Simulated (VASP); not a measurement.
A run of VASP 6.6.1:

The input INCAR:

```
PREC = Accurate
ENCUT = 400
EDIFF = 1E-6
ISMEAR = 0
SIGMA = 0.05
LREAL = F
LASPH = T
NELM = 120
ALGO = Normal
ISIF = 2
LWAVE = F
LCHARG = F
GGA = PE
NBANDS = 59
GGA_COMPAT = F
```

Contents of KPOINTS:

```
Automatic mesh
0
Gamma
  1 1 12
```

The input POSCAR:

```
In3As3H8
1.0
   16.2000000000      0.0000000000      0.0000000000
    0.0000000000     15.8000000000      0.0000000000
    0.0000000000      0.0000000000      4.5169321186
In As H
3 3 8
Direct
    0.5000000000      0.5257072614      0.0000000000
    0.3180596157      0.3572780031      0.5000000000
    0.6819403843      0.3572780031      0.5000000000
    0.5000000000      0.6224053522      0.5000000000
    0.6415931716      0.4460068222      0.0000000000
    0.3584068284      0.4460068222      0.0000000000
    0.4296378589      0.6860837248      0.5000000000
    0.5703621411      0.6860837248      0.5000000000
    0.3866671444      0.2733565310      0.5000000000
    0.2111032766      0.3578149456      0.5000000000
    0.6973365420      0.5238074881      0.0000000000
    0.6133328556      0.2733565310      0.5000000000
    0.7888967234      0.3578149456      0.5000000000
    0.3026634580      0.5238074881      0.0000000000
```

Potentials or basis: VASP PAW PBE potentials, release 64 (In_d, As_d, H).

Launch:

```sh
$ cat potpaw_PBE.64/In_d/POTCAR potpaw_PBE.64/As_d/POTCAR potpaw_PBE.64/H/POTCAR > POTCAR
$ mpirun -np 1 vasp_std > vasp.out
```

Hardware: 1 thread of Intel(R) Xeon(R) Platinum 8559C (Emerald Rapids), with other jobs on the host.

Q: How long does it take, and how much memory?

A: It took 7.8 min on 1 thread of Intel(R) Xeon(R) Platinum 8559C (Emerald Rapids) (shared host), peak memory 0.85 GiB. Counts: scf iterations 26, k points 7.
